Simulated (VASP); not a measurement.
BAs (zincblende type): single point with LDA

The system is BAs (zincblende type).

```
CELL_PARAMETERS angstrom
0.00000 2.36628 2.36628
2.36628 0.00000 2.36628
2.36628 2.36628 0.00000
ATOMIC_POSITIONS crystal
B 0.00000 0.00000 0.00000
As 0.25000 0.25000 0.25000
```

```
Program             : VASP 6.6.1
Task                : single point
Functional          : LDA
Potentials or basis : VASP PAW LDA potentials, release 64 (B, As)
Cutoff              : 520 eV
k mesh              : 15 × 15 × 15
Occupations         : fermi-dirac, width 0.05 eV
Spin                : no spin polarisation
```

```
Pressure               : 0.9 GPa
Band gap on the k mesh : 1.10 eV, indirect (least direct gap 3.29 eV)
```

Levels at points of the mesh, in eV from the valence-band top:
```tsv
k point	band 2	band 3	band 4	band 5	band 6	band 7
(0.00, 0.00, 0.00)	0.00	0.00	0.00	3.29	3.29	3.29
```

Wall time 16 s on 1 thread of Intel(R) Xeon(R) 6975P-C (Granite Rapids), with other jobs on the host, peak memory 0.16 GiB.

A k mesh can miss the band edges. Expect the measured gap to be larger: semilocal functionals such as LDA lack the derivative discontinuity.
